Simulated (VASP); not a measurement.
# BaTiO3 (Pm-3m) in VASP: notebook

BaTiO3 is run at these levels: PBE; tasks: relaxation of cell and atoms.

All numbers are computed with VASP 6.6.1; they aren't measurements. Logs are shortened: lines on timing, memory, paths and dates and some standing lists are left out, and cuts for length are marked.

### 1 The cell of the first run

It takes space group Pm-3m (No. 221, cubic). Conventional cell: a = 4.006 Å, b = 4.006 Å, c = 4.006 Å, α = 90.00°, β = 90.00°, γ = 90.00°. Within 3.7 Å of Ba (site symmetry m-3m) lie 12 O at 2.83 Å and 8 Ti at 3.47 Å. Ti (site symmetry m-3m) has 6 O at 2.00 Å within 2.7 Å. O (site symmetry 4/mmm) has 2 Ti at 2.00 Å within 2.7 Å.

### 2 Relaxation of cell and atoms, PBE, target pressure 1 GPa, at which the enthalpy is minimised

Input file INCAR:

```
ALGO     = Normal         # electronic algorithm
EDIFF    = 1E-7           # SCF threshold, eV
EDIFFG   = -0.008         # ionic threshold
ENCUT    = 600            # plane-wave cutoff, eV
GGA      = PE             # functional
IBRION   = 2              # ionic algorithm
ISIF     = 3              # what is computed and relaxed
ISMEAR   = 0              # smearing method
LASPH    = True           # aspherical terms in the spheres
LCHARG   = False          # write CHGCAR
LREAL    = False          # projectors in reciprocal space
LWAVE    = False          # write WAVECAR
NELM     = 60             # most SCF steps
NSW      = 70             # ionic steps
PREC     = Accurate       # precision mode
PSTRESS  = 10.0         
SIGMA    = 0.02           # smearing width, eV
```

Input file KPOINTS:

```
k-points
0
Gamma
  8 8 8
```

Input file POSCAR:

```
BaTiO3
1.0
    4.0061609514      0.0000000000      0.0000000000
    0.0000000000      4.0061609514      0.0000000000
    0.0000000000      0.0000000000      4.0061609514
Ba Ti O
1 1 3
Direct
    0.5000000000      0.5000000000      0.5000000000
    0.0000000000      0.0000000000      0.0000000000
    0.5000000000      0.0000000000      0.0000000000
    0.0000000000      0.5000000000      0.0000000000
    0.0000000000      0.0000000000      0.5000000000
```

Potentials or basis: VASP PAW PBE potentials, release 64 (Ba_sv, Ti_sv, O).

Run with:

```sh
cat potpaw_PBE.64/Ba_sv/POTCAR potpaw_PBE.64/Ti_sv/POTCAR potpaw_PBE.64/O/POTCAR > POTCAR
mpirun -np 1 vasp_std > vasp.out
```

OUTCAR:

```text
EDIFF = 1E-7
   EDIFFG = -0.008
   ENCUT = 600
   GGA = PE
   IBRION = 2
   ISIF = 3
   ISMEAR = 0
   LASPH = True
   LREAL = False
   NELM = 60
   NSW = 70
   PREC = Accurate
   PSTRESS = 10.0

 ion  position               nearest neighbor table
   1  0.500  0.500  0.500-   3 2.83   4 2.83   5 2.83   3 2.83   4 2.83   3 2.83   5 2.83   3 2.83
                             4 2.83   5 2.83   4 2.83   5 2.83   2 3.47   2 3.47   2 3.47   2 3.47
   2  0.000  0.000  0.000-   3 2.00   4 2.00   5 2.00   5 2.00   4 2.00   3 2.00   1 3.47   1 3.47
                             1 3.47   1 3.47   1 3.47   1 3.47   1 3.47   1 3.47
   3  0.500  0.000  0.000-   2 2.00   2 2.00   1 2.83   1 2.83   1 2.83   1 2.83
   4  0.000  0.500  0.000-   2 2.00   2 2.00   1 2.83   1 2.83   1 2.83   1 2.83
   5  0.000  0.000  0.500-   2 2.00   2 2.00   1 2.83   1 2.83   1 2.83   1 2.83

  LATTYP: Found a simple cubic cell.
 ALAT       =     4.0061609514

  Lattice vectors:

 A1 = (   4.0061609514,   0.0000000000,   0.0000000000)
 A2 = (   0.0000000000,   4.0061609514,   0.0000000000)
 A3 = (   0.0000000000,   0.0000000000,   4.0061609514)

Analysis of symmetry for initial positions (statically):
=====================================================================
 Subroutine PRICEL returns:
 Original cell was already a primitive cell.

 Routine SETGRP: Setting up the symmetry group for a
 simple cubic supercell.

 Subroutine GETGRP returns: Found 48 space group operations
 (whereof 48 operations were pure point group operations)
 out of a pool of 48 trial point group operations.

The static configuration has the point symmetry O_h .

Analysis of symmetry for dynamics (positions and initial velocities):
=====================================================================
 Subroutine PRICEL returns:
 Original cell was already a primitive cell.

 Routine SETGRP: Setting up the symmetry group for a
 simple cubic supercell.

 Subroutine GETGRP returns: Found 48 space group operations
 (whereof 48 operations were pure point group operations)
 out of a pool of 48 trial point group operations.

The dynamic configuration has the point symmetry O_h .

 Subroutine INISYM returns: Found 48 space group operations
 (whereof 48 operations are pure point group operations),
 and found     1 'primitive' translations

[... 99 lines left out ...]
   NELM   =     60;   NELMIN=  2; NELMDL= -5     # of ELM steps
   EDIFF  = 0.1E-06   stopping-criterion for ELM
   LREAL  =      F    real-space projection
   EDIFFG = -.8E-02   stopping-criterion for IOM
   NSW    =     70    number of steps for IOM
   IBRION =      2    ionic relax: 0-MD 1-quasi-New 2-CG
   NFREE  =      1    steps in history (QN), initial steepest desc. (CG)
   ISIF   =      3    stress and relaxation
   ISYM   =      2    0-nonsym 1-usesym 2-fastsym
   POTIM  = 0.5000    time-step for ionic-motion
   TEBEG  =    0.0;   TEEND  =   0.0 temperature during run
   PSTRESS=   10.0 pullay stress
   NELECT =      40.0000    total number of electrons
   NUPDOWN=      -1.0000    fix difference up-down
   EMIN   =  10.00;   EMAX   =-10.00  energy-range for DOS
   EFERMI =   0.00;   METHOD = LEGACY
   ISMEAR =     0;   SIGMA  =   0.02  broadening in eV -4-tet -1-fermi 0-gaus
   EFERMI_NEDOS =   21; number of points for ismear=-14 and -15
   IALGO  =     38    algorithm
   IMIX   =      4    mixing-type and parameters
     AMIX     =   0.40;   BMIX     =  1.00
     AMIX_MAG =   1.60;   BMIX_MAG =  1.00
  volume/ion in A,a.u.               =      12.86        86.78
  Fermi-wavevector in a.u.,A,eV,Ry     =   1.397547  2.640981 26.574052  1.953138
  Thomas-Fermi vector in A             =   2.520793
   LORBIT       =      0    0 simple, 1 ext, 2 COOP (PROOUT), +10 PAW based schemes
   GGA     = PE    functional components
   LHFCALC =     F    Hartree Fock is set to
   AEXX    =    0.0000 exact exchange contribution
   IVDW    =     0    specifies the selected vdW correction
   LEPSILON=     F    determine dielectric tensor
   LRPA    =     F    only Hartree local field effects (RPA)
 conjugate gradient relaxation of ions
 non-spin polarized calculation
 Gauss-broadening in eV      SIGMA  =   0.02
  energy-cutoff  :      600.00
  volume of cell :       64.30
 maximum number of plane-waves:      2176
   NGX = 17   NGY = 17   NGZ = 17

--------------------------------------- Ionic step        1  -------------------------------------------

 number of electron      39.9999998 magnetization

 Free energy of the ion-electron system (eV)
  ---------------------------------------------------
  ext. energy  EPLUGINS =         0.00000000
  ---------------------------------------------------
  free energy    TOTEN  =       -39.97762854 eV

  energy without entropy =      -39.97762854  energy(sigma->0) =      -39.97762854

------------------------ aborting loop because EDIFF is reached ----------------------------------------

  FORCE on cell =-STRESS in cart. coord.  units (eV):
  Direction    XX          YY          ZZ          XY          YZ          ZX
  --------------------------------------------------------------------------------------
  -------------------------------------------------------------------------------------
  Total        1.2994569      1.2994569      1.2994569      0.0000000      0.0000000     -0.0000000
  in kB       32.3807791     32.3807791     32.3807791      0.0000000      0.0000000     -0.0000000
  external PRESSURE =      22.3807791 kB  Pullay stress =      10.0000000 kB
[... 69 lines left out ...]
--------------------------------------- Ionic step        3  -------------------------------------------

 number of electron      40.0000008 magnetization

 Free energy of the ion-electron system (eV)
  ---------------------------------------------------
  ext. energy  EPLUGINS =         0.00000000
  ---------------------------------------------------
  free energy    TOTEN  =       -39.98874753 eV

  energy without entropy =      -39.98874753  energy(sigma->0) =      -39.98874753

 E-fermi :   3.9737     XC(G=0): -11.1765

 val. band max:        3.7108991795   @ k =   0.5000   0.5000   0.5000
 cond. band min:       5.4252108621   @ k =   0.0000   0.0000   0.0000
 fundamental gap:      1.7143116826
 Fermi energy:         3.9736571405

 k-point     1 :       0.0000    0.0000    0.0000
  band No.  band energies     occupation
      1     -52.9924      2.00000
      2     -29.1952      2.00000
      3     -29.1952      2.00000
      4     -29.1952      2.00000
      5     -21.1387      2.00000
      6     -13.1458      2.00000
[... 637 lines left out ...]
     23       7.4599      0.00000
     24       8.7788      0.00000

 [... further k-points ...]
[... 5 lines left out ...]
  --------------------------------------------------------------------------------------
  -------------------------------------------------------------------------------------
  Total        0.4063065      0.4063065      0.4063065     -0.0000000      0.0000000     -0.0000000
  in kB        9.9928392      9.9928392      9.9928392     -0.0000000      0.0000000     -0.0000000
  external PRESSURE =      -0.0071608 kB  Pullay stress =      10.0000000 kB
[... 24 lines left out ...]
  energy  without entropy=      -39.9887475301  energy(sigma->0) =      -39.98874753

  enthalpy is  TOTEN    =       -39.5821498711 eV   P V=        0.4065976590

 reached required accuracy - stopping structural energy minimisation
```

OSZICAR:

```text
N       E                     dE             d eps       ncg     rms          rms(c)
DAV:   1     0.482665858696E+03    0.48267E+03   -0.22951E+04  1680   0.198E+03
DAV:   2     0.570776978171E+00   -0.48210E+03   -0.47483E+03  2088   0.502E+02
DAV:   3    -0.486909505856E+02   -0.49262E+02   -0.46669E+02  2008   0.153E+02
[... 37 lines left out ...]
DAV:   7    -0.399887439170E+02   -0.82121E-04   -0.14878E-04  2360   0.791E-02    0.107E-02
DAV:   8    -0.399887462445E+02   -0.23275E-05   -0.11589E-05  2200   0.212E-02    0.652E-03
DAV:   9    -0.399887476531E+02   -0.14086E-05   -0.21016E-06  2136   0.105E-02    0.917E-04
DAV:  10    -0.399887475210E+02    0.13212E-06   -0.21564E-07  1552   0.262E-03    0.286E-04
DAV:  11    -0.399887475301E+02   -0.91391E-08   -0.16308E-08   880   0.111E-03
   3 F= -.39582150E+02 E0= -.39582150E+02  d E =-.582636E-02
```

Run time: 54 s. Hardware: 1 thread of Intel Xeon 6975P-C (Granite Rapids), shared host; peak memory 0.23 GiB.

Results:

```
Free energy                                                : -39.9887 eV
Relaxed volume                                             : 13.03 Å³/atom
Relaxed cell                                               : a = 4.024 Å, b = 4.024 Å, c = 4.024 Å, α = 90.00°, β = 90.00°, γ = 90.00°
Space group after relaxing (to 0.1 Å)                      : Pm-3m (No. 221)
Energy change on relaxing (the run minimises the enthalpy) : -2.2 meV/atom
Ionic steps                                                : 3
Pressure after relaxing                                    : 1.0 GPa
Band gap on the k mesh                                     : 1.71 eV (least direct gap 1.87 eV)
```

The path:
| step | energy change (eV) | largest force (eV/Å) | pressure (GPa) | volume (Å³) |
| --- | --- | --- | --- | --- |
| 1 | 0.0000 | 0.0000 | 3.24 | 64.30 |
| 2 | -0.0109 | 0.0000 | -1.06 | 65.98 |
| 3 | -0.0111 | 0.0000 | 1.00 | 65.14 |

Final structure:
```cif
data_structure
_symmetry_space_group_name_H-M 'P 1'
_symmetry_Int_Tables_number 1
_cell_length_a 4.0237
_cell_length_b 4.0237
_cell_length_c 4.0237
_cell_angle_alpha 90.000
_cell_angle_beta 90.000
_cell_angle_gamma 90.000
_cell_volume 65.14
loop_
_atom_site_label
_atom_site_type_symbol
_atom_site_fract_x
_atom_site_fract_y
_atom_site_fract_z
_atom_site_occupancy
Ba1 Ba 0.50000 0.50000 0.50000 1
Ti1 Ti 0.00000 0.00000 0.00000 1
O1 O 0.50000 0.00000 0.00000 1
O2 O 0.00000 0.50000 0.00000 1
O3 O 0.00000 0.00000 0.50000 1
```

Levels at points of the mesh, in eV from the valence-band top:
```tsv
k point	band 16	band 17	band 18	band 19	band 20	band 21	band 22	band 23	band 24
(0.00, 0.00, 0.00)	-1.07	-1.07	-0.16	-0.16	-0.16	1.71	1.71	1.71	3.80
(0.50, 0.00, 0.00)	-1.87	-1.81	-1.81	-0.71	-0.71	1.87	3.41	3.41	3.80
(0.50, 0.50, 0.00)	-2.63	-1.73	-0.88	-0.88	-0.09	3.41	3.41	3.82	4.63
(0.50, 0.50, 0.50)	-2.41	-2.41	0.00	0.00	0.00	4.06	4.06	4.06	6.65
```

Caveat: the cell is relaxed towards a set pressure, so the run minimises the enthalpy, not the energy; spin-orbit coupling is left out, which moves the levels of the heavy elements.

### 3 Relaxation of cell and atoms, PBE, target pressure -1 GPa, at which the enthalpy is minimised

This run uses another cell than the first one, of 13.11 Å³/atom.

Input file INCAR:

```
PREC = Accurate ; ENCUT = 600
EDIFF = 1E-6 ; ISMEAR = 0
SIGMA = 0.02 ; LREAL = False
LASPH = True ; NELM = 60
ALGO = Normal ; ISIF = 3
LWAVE = False ; LCHARG = False
GGA = PE ; IBRION = 2
NSW = 70 ; EDIFFG = -0.008
PSTRESS = -10.0
```

Input file KPOINTS:

```
Automatic mesh
0
Gamma
  8 8 8
```

Changes to POSCAR since step 2:

```diff
@@ -2,5 +2,5 @@
 1.0
-    4.0061609514      0.0000000000      0.0000000000
-    0.0000000000      4.0061609514      0.0000000000
-    0.0000000000      0.0000000000      4.0061609514
+    4.0324307638      0.0000000000      0.0000000000
+    0.0000000000      4.0324307638      0.0000000000
+    0.0000000000      0.0000000000      4.0324307638
 Ba Ti O
```

Potentials or basis: VASP PAW PBE potentials, release 64 (Ba_sv, Ti_sv, O).

Run with:

```sh
cat potpaw_PBE.64/Ba_sv/POTCAR potpaw_PBE.64/Ti_sv/POTCAR potpaw_PBE.64/O/POTCAR > POTCAR
mpirun -np 1 vasp_std > vasp.out
```

OUTCAR:

```text
PREC = Accurate
   ENCUT = 600
   EDIFF = 1E-6
   ISMEAR = 0
   LREAL = False
   LASPH = True
   NELM = 60
   ISIF = 3
   GGA = PE
   IBRION = 2
   NSW = 70
   EDIFFG = -0.008
   PSTRESS = -10.0

 ion  position               nearest neighbor table
   1  0.500  0.500  0.500-   3 2.85   4 2.85   5 2.85   3 2.85   4 2.85   3 2.85   5 2.85   3 2.85
                             4 2.85   5 2.85   4 2.85   5 2.85   2 3.49   2 3.49   2 3.49   2 3.49
   2  0.000  0.000  0.000-   3 2.02   4 2.02   5 2.02   5 2.02   4 2.02   3 2.02   1 3.49   1 3.49
                             1 3.49   1 3.49   1 3.49   1 3.49   1 3.49   1 3.49
   3  0.500  0.000  0.000-   2 2.02   2 2.02   1 2.85   1 2.85   1 2.85   1 2.85
   4  0.000  0.500  0.000-   2 2.02   2 2.02   1 2.85   1 2.85   1 2.85   1 2.85
   5  0.000  0.000  0.500-   2 2.02   2 2.02   1 2.85   1 2.85   1 2.85   1 2.85

  LATTYP: Found a simple cubic cell.
 ALAT       =     4.0324307638

  Lattice vectors:

 A1 = (   4.0324307638,   0.0000000000,   0.0000000000)
 A2 = (   0.0000000000,   4.0324307638,   0.0000000000)
 A3 = (   0.0000000000,   0.0000000000,   4.0324307638)

Analysis of symmetry for initial positions (statically):
=====================================================================
 Subroutine PRICEL returns:
[... 184 lines left out ...]
  --------------------------------------------------------------------------------------
  -------------------------------------------------------------------------------------
  Total       -0.0302132     -0.0302132     -0.0302132      0.0000000      0.0000000      0.0000000
  in kB       -0.7382560     -0.7382560     -0.7382560      0.0000000      0.0000000      0.0000000
  external PRESSURE =       9.2617440 kB  Pullay stress =     -10.0000000 kB
[... 69 lines left out ...]
--------------------------------------- Ionic step        3  -------------------------------------------

 number of electron      40.0000016 magnetization

 Free energy of the ion-electron system (eV)
  ---------------------------------------------------
  ext. energy  EPLUGINS =         0.00000000
  ---------------------------------------------------
  free energy    TOTEN  =       -39.99130020 eV

  energy without entropy =      -39.99130020  energy(sigma->0) =      -39.99130020

 E-fermi :   3.8029     XC(G=0): -11.1122

 val. band max:        3.6175792269   @ k =   0.5000   0.5000   0.5000
 cond. band min:       5.3072729581   @ k =   0.0000   0.0000   0.0000
 fundamental gap:      1.6896937313
 Fermi energy:         3.8029372096

 k-point     1 :       0.0000    0.0000    0.0000
  band No.  band energies     occupation
      1     -53.1363      2.00000
      2     -29.3331      2.00000
      3     -29.3331      2.00000
      4     -29.3331      2.00000
      5     -21.2620      2.00000
      6     -13.2095      2.00000
[... 637 lines left out ...]
     23       7.3012      0.00000
     24       8.5827      0.00000

 [... further k-points ...]

------------------------ aborting loop because EDIFF is reached ----------------------------------------

  FORCE on cell =-STRESS in cart. coord.  units (eV):
  Direction    XX          YY          ZZ          XY          YZ          ZX
  --------------------------------------------------------------------------------------
  -------------------------------------------------------------------------------------
  Total       -0.4163548     -0.4163548     -0.4163548      0.0000000     -0.0000000      0.0000000
  in kB      -10.1150033    -10.1150033    -10.1150033      0.0000000     -0.0000000      0.0000000
  external PRESSURE =      -0.1150033 kB  Pullay stress =     -10.0000000 kB
[... 24 lines left out ...]
  energy  without entropy=      -39.9913001956  energy(sigma->0) =      -39.99130020

  enthalpy is  TOTEN    =       -40.4029212407 eV   P V=       -0.4116210451

 reached required accuracy - stopping structural energy minimisation
```

OSZICAR:

```text
N       E                     dE             d eps       ncg     rms          rms(c)
DAV:   1     0.490710940907E+03    0.49071E+03   -0.22675E+04  1680   0.197E+03
DAV:   2     0.756029137956E+00   -0.48995E+03   -0.48209E+03  2104   0.502E+02
DAV:   3    -0.487313748880E+02   -0.49487E+02   -0.48363E+02  1976   0.155E+02
[... 28 lines left out ...]
DAV:   4    -0.399912059076E+02    0.47577E-04   -0.11863E-03  2584   0.215E-01    0.484E-02
DAV:   5    -0.399912434534E+02   -0.37546E-04   -0.13636E-04  2416   0.916E-02    0.293E-02
DAV:   6    -0.399912833913E+02   -0.39938E-04   -0.91210E-05  2384   0.482E-02    0.226E-02
DAV:   7    -0.399912999958E+02   -0.16605E-04   -0.24900E-05  2208   0.325E-02    0.383E-03
DAV:   8    -0.399913001956E+02   -0.19975E-06   -0.21810E-06  1624   0.841E-03
   3 F= -.40402921E+02 E0= -.40402921E+02  d E =-.108156E-02
```

Wall time 44 s (1 thread of Intel Xeon 6975P-C (Granite Rapids), shared host); peak memory 0.23 GiB.

Results:

| Quantity | Value |
| --- | --- |
| Free energy | -39.9913 eV |
| Relaxed volume | 13.19 Å³/atom |
| Relaxed cell | a = 4.040 Å, b = 4.040 Å, c = 4.040 Å, α = 90.00°, β = 90.00°, γ = 90.00° |
| Space group after relaxing (to 0.1 Å) | Pm-3m (No. 221) |
| Energy change on relaxing (the run minimises the enthalpy) | +0.3 meV/atom |
| Ionic steps | 3 |
| Pressure after relaxing | -1.0 GPa |
| Band gap on the k mesh | 1.69 eV (least direct gap 1.86 eV) |

The path:
| step | energy change (eV) | largest force (eV/Å) | pressure (GPa) | volume (Å³) |
| --- | --- | --- | --- | --- |
| 1 | 0.0000 | 0.0000 | -0.07 | 65.57 |
| 2 | 0.0043 | 0.0000 | -1.80 | 66.29 |
| 3 | 0.0013 | 0.0000 | -1.01 | 65.95 |

Final structure:
```
CELL_PARAMETERS angstrom
4.04020 0.00000 0.00000
0.00000 4.04020 0.00000
0.00000 0.00000 4.04020
ATOMIC_POSITIONS crystal
Ba 0.50000 0.50000 0.50000
Ti 0.00000 0.00000 0.00000
O 0.50000 0.00000 0.00000
O 0.00000 0.50000 0.00000
O 0.00000 0.00000 0.50000
```

Caveat: the cell is relaxed towards a set pressure, so the run minimises the enthalpy, not the energy; spin-orbit coupling is left out, which moves the levels of the heavy elements. A k mesh can miss the band edges.
